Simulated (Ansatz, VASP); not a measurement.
**One calculation of CsAs3, two programs**

The input INCAR:

```
SYSTEM = CsAs3
PREC     = Accurate       ! precision mode
ENCUT    = 600            ! plane-wave cutoff, eV
EDIFF    = 1E-7           ! SCF threshold, eV
ISMEAR   = 0              ! smearing method
SIGMA    = 0.1            ! smearing width, eV
LREAL    = .FALSE.        ! projectors in reciprocal space
LASPH    = .TRUE.         ! aspherical terms in the spheres
NELM     = 80             ! most SCF steps
ALGO     = Normal         ! electronic algorithm
ISIF     = 3              ! what is computed and relaxed
LWAVE    = .FALSE.        ! write WAVECAR
LCHARG   = .FALSE.        ! write CHGCAR
GGA      = PE             ! functional
IBRION   = 2              ! ionic algorithm
NSW      = 90             ! ionic steps
EDIFFG   = -0.04          ! ionic threshold
```

Contents of KPOINTS:

```
regular mesh
0
G
  4 4 4
  0 0 0
```

POSCAR

```
CsAs3
1.0
    4.6456805500      0.0000000000      0.0000000000
    0.0000000000      4.6456805500      0.0000000000
    0.0000000000      0.0000000000      5.6888193500
Cs As
1 3
Direct
    0.5000000000      0.5000000000      0.5000000000
    0.0000000000      0.0000000000      0.6978068800
    0.0000000000      0.0000000000      0.3021931200
    0.0000000000      0.0000000000      0.0000000000
```

Input for Ansatz:

```yaml
crystal:
  lattice:
    - [4.64568055, 0.0, 0.0]
    - [0.0, 4.64568055, 0.0]
    - [0.0, 0.0, 5.68881935]
  atoms:
    - { symbol: Cs, position: [0.5, 0.5, 0.5] }
    - { symbol: As, position: [0.0, 0.0, 0.69780688] }
    - { symbol: As, position: [0.0, 0.0, 0.30219312] }
    - { symbol: As, position: [0.0, 0.0, 0.0] }
basis:
  ecutwfc: 420
kpoints:
  mp_grid: { grid: [4, 4, 4] }
hamiltonian:
  xc: pbe
scf:
  occupations: { method: gaussian, width: 0.1 }
  lower_state_search: "off"
output:
  forces: true
  stress: true
  eigenvalues: true
relax:
  adjacent_minimum: "off"
  f_tol: 0.04
  max_steps: 70
  cell: { stress_tol: 0.4 }
```

Alike in both runs: task relaxation of cell and atoms; functional PBE; k mesh 4 × 4 × 4; occupations gaussian, width 0.1 eV; no spin polarisation.

|  | VASP | Ansatz |
| --- | --- | --- |
| version | VASP 6.6.1 | Ansatz 0.2.0 |
| potentials or method | VASP PAW PBE potentials, release 64 (Cs_sv, As), cutoff 600 eV | scalar-relativistic, plane waves, PAW |
| valence electrons in the cell | 24 | 54 |

VASP gave:

* relaxed volume (Å³/atom): 50.58
* relaxed length of the cell vector where the two differ most in proportion (Å): 7.272

Problem. What did Ansatz give for the same quantities?

Solution. Relaxed volume (Å³/atom): 49.90; relaxed length of the cell vector where the two differ most in proportion (Å): 7.400.

VASP's potentials hold 24 valence electrons a cell and Ansatz's 54, so a difference there can come from the potentials and not from the codes.

Neither program's run includes spin-orbit coupling. Noted on VASP's run: the volume moved by over 15 % at a fixed basis, so the end points are rough.
